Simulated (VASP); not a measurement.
Here is a VASP 6.6.1 calculation.

INCAR

```
PREC = Accurate
ENCUT = 520
EDIFF = 1E-6
ISMEAR = 0
SIGMA = 0.01
LREAL = F
LASPH = T
NELM = 60
ALGO = Normal
ISIF = 2
LWAVE = F
LCHARG = F
GGA = PE
NBANDS = 18
```

KPOINTS

```
regular mesh
0
Gamma
  6 6 4
```

POSCAR

```
LiCl
1.0
    3.6711146765      0.0000000000      0.0000000000
   -1.8355573382      3.1792785700      0.0000000000
    0.0000000000      0.0000000000      6.1897757982
Li Cl
2 2
Direct
    0.0000000000      0.0000000000      0.0000000000
    0.0000000000      0.0000000000      0.5000000000
    0.3333333333      0.6666666667      0.2500000000
    0.6666666667      0.3333333333      0.7500000000
```

Potentials or basis: VASP PAW PBE potentials, release 64 (Li_sv, Cl).

Run with:

```bash
$ cat potpaw_PBE.64/Li_sv/POTCAR potpaw_PBE.64/Cl/POTCAR > POTCAR
$ mpirun -np 1 vasp_std > vasp.out
```

Problem. Estimate the band gap on the k mesh.

Solution. 5.92 eV, direct.

 A k mesh can miss the band edges.
